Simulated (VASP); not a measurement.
## Ca: relaxation of cell and atoms with LDA

The system is Ca.

```
Ca
1.0
     0.00000    2.76240    2.76240
     2.76240    0.00000    2.76240
     2.76240    2.76240    0.00000
Ca
1
Direct
  0.00000 0.00000 0.00000
```

```yaml
Program: VASP 6.6.1
Task: relaxation of cell and atoms
Functional: LDA
Potentials_or_basis: VASP PAW LDA potentials, release 64 (Ca_sv)
Cutoff: 600 eV
k_mesh: 14 × 14 × 14
Occupations: gaussian, width 0.1 eV
Spin: no spin polarisation
Dipole_correction: no
Further_INCAR_settings: ALGO = Fast; EDIFF = 1e-06; IBRION = 2; EDIFFG = -0.005; NSW = 70; ISIF = 3
```

```json
{
 "Relaxed volume": "38.05 Å³/atom",
 "Relaxed cell": "a = 3.775 Å, b = 3.775 Å, c = 3.775 Å, α = 60.00°, β = 60.00°, γ = 60.00°",
 "Space group after relaxing (to 0.1 Å)": "Fm-3m (No. 225)",
 "Energy gained by relaxing": "23.0 meV/atom",
 "Ionic steps": "4",
 "Pressure after relaxing": "0.0 GPa",
 "Band gap on the k mesh": "zero (bands 5 and 6 overlap by 0.10 eV)"
}
```

Step by step:
```csv
step,energy change (eV),largest force (eV/Å),pressure (GPa),volume (Å³)
1,0.0000,0.0000,-1.67,42.16
2,-0.0197,0.0000,-0.68,39.54
3,-0.0229,0.0000,-0.11,38.28
4,-0.0230,0.0000,-0.02,38.05
```

Final structure:
```
Ca
1.0
     0.00000    2.66962    2.66962
     2.66962    0.00000    2.66962
     2.66962    2.66962    0.00000
Ca
1
Direct
  0.00000 0.00000 0.00000
```

Levels at points of the mesh, in eV from the Fermi level:
| k point | band 2 | band 3 | band 4 | band 5 | band 6 | band 7 | band 8 | band 9 |
| --- | --- | --- | --- | --- | --- | --- | --- | --- |
| (0.00, 0.00, 0.00) | -22.53 | -22.53 | -22.53 | -4.21 | 2.34 | 2.34 | 2.34 | 3.54 |
| (0.50, 0.00, 0.00) | -22.74 | -22.56 | -22.56 | -1.09 | -0.02 | 2.21 | 2.21 | 4.32 |
| (0.50, 0.50, 0.00) | -22.73 | -22.61 | -22.61 | -0.61 | 0.42 | 1.20 | 4.32 | 4.53 |

Wall time 3.8 min on 1 thread of Intel Xeon 8259CL, on a shared host, peak memory 0.21 GiB.

LDA usually gives volumes a few per cent too small. Zero-point motion and thermal expansion aren't in these numbers.
